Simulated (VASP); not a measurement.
The system is YZr2O2.

```
Y Zr O
1.0
    -1.96720    1.96720    4.81115
     1.96720   -1.96720    4.81115
     1.96720    1.96720   -4.81115
Y Zr O
1 2 2
Direct
  0.00000 0.00000 0.00000
  0.75000 0.25000 0.50000
  0.25000 0.75000 0.50000
  0.37500 0.37500 0.00000
  0.62500 0.62500 0.00000
```

The cell was built from a structure type or drawn by symmetry, and may not be a known phase.

```yaml
Program: VASP 6.6.1
Task: relaxation of cell and atoms
Functional: PBE
Potentials_or_basis: VASP PAW PBE potentials, release 64 (Y_sv, Zr_sv, O)
Cutoff: 600 eV
k_mesh: 6 × 6 × 6
Occupations: gaussian, width 0.1 eV
Spin: no spin polarisation
```

At the start: pressure 13.3 GPa; volume 14.89 Å³/atom.

Problem. How do energy, volume and symmetry change on relaxing?

Solution. Over 59 steps the energy falls by 831.9 meV/atom and the volume is 20.53 Å³/atom (+37.8 %); space group I4/mmm (No. 139, to 0.1 Å) before and after.

The path:
```tsv
step	energy change (eV)	largest force (eV/Å)	pressure (GPa)	volume (Å³)
1	0.0000	1.2376	13.26	74.47
3	-0.9917	1.1015	-6.38	90.70
5	-1.2913	0.3850	-1.43	88.13
7	-1.3102	0.2118	1.24	86.18
9	-1.3212	0.2961	0.45	87.06
11	-1.3686	0.8740	-2.82	92.48
13	-1.3745	0.9082	-2.85	92.72
15	-1.4076	1.0686	-2.95	93.78
17	-1.6048	1.4547	-3.79	98.01
19	-1.9686	1.6085	-15.44	114.48
21	-1.9930	2.0769	-12.47	110.35
23	-2.0271	1.9131	-13.49	111.63
25	-2.0587	1.8456	-13.77	111.93
27	-2.3031	1.7534	-13.01	110.40
29	-3.1084	1.1868	-9.15	104.44
31	-3.5826	0.0373	0.08	96.12
33	-3.7391	0.3108	1.05	96.50
35	-3.7955	0.4877	2.91	96.77
37	-3.8396	0.5018	-0.99	100.94
39	-3.8951	0.4843	-0.17	101.79
41	-3.9156	0.5141	0.37	102.41
43	-3.9711	0.3521	-1.55	103.96
45	-4.0272	0.2498	-3.96	106.14
47	-4.0748	0.4532	-2.84	105.08
49	-4.1027	0.1130	-2.46	104.65
51	-4.1453	0.0489	0.98	101.64
53	-4.1552	0.1726	0.33	102.43
55	-4.1567	0.1540	-0.02	102.77
57	-4.1588	0.0455	-0.27	102.96
59	-4.1596	0.0003	0.06	102.66
```

Final structure:
```
CELL_PARAMETERS angstrom
-2.11859 2.11859 5.71820
2.11859 -2.11859 5.71820
2.11859 2.11859 -5.71820
ATOMIC_POSITIONS crystal
Y 0.00000 0.00000 0.00000
Zr 0.75000 0.25000 0.50000
Zr 0.25000 0.75000 0.50000
O 0.19784 0.19784 0.00000
O 0.80216 0.80216 0.00000
```

Caveat: the volume moved by over 15 % at a fixed basis, so the end points are rough; an odd number of electrons without spin polarisation forces a metal; a magnetic or distorted state may lie lower.
